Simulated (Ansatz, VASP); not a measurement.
## Two plane-wave programs on BN

```
B N
1.0
     1.25112    0.72234    3.37293
    -1.25112    0.72234    3.37293
     0.00000   -1.44467    3.37293
B N
1 1
Cartesian
  0.0000 0.0000 10.1155
  0.0000 0.0000 3.3672
```

Alike in both runs: task single point; functional PBEsol; k mesh 10 × 10 × 10; no spin polarisation.

```csv
,VASP,Ansatz
version,VASP 6.6.1,Ansatz 0.2.0
potentials or method,"VASP PAW PBE potentials, release 64 (B, N), cutoff 520 eV","plane waves, PAW"
occupations,"fermi-dirac, width 0.1 eV",fermi-dirac
valence electrons in the cell,8,8
```

|  | VASP | Ansatz | Ansatz less VASP |
| --- | --- | --- | --- |
| pressure (GPa) | 1.0 | 0.8 | -0.27 |
| traceless stress, the component that is largest in VASP (GPa) | -0.69 | -0.26 | +0.427 |

VASP's potentials were made for PBE, not for PBEsol.
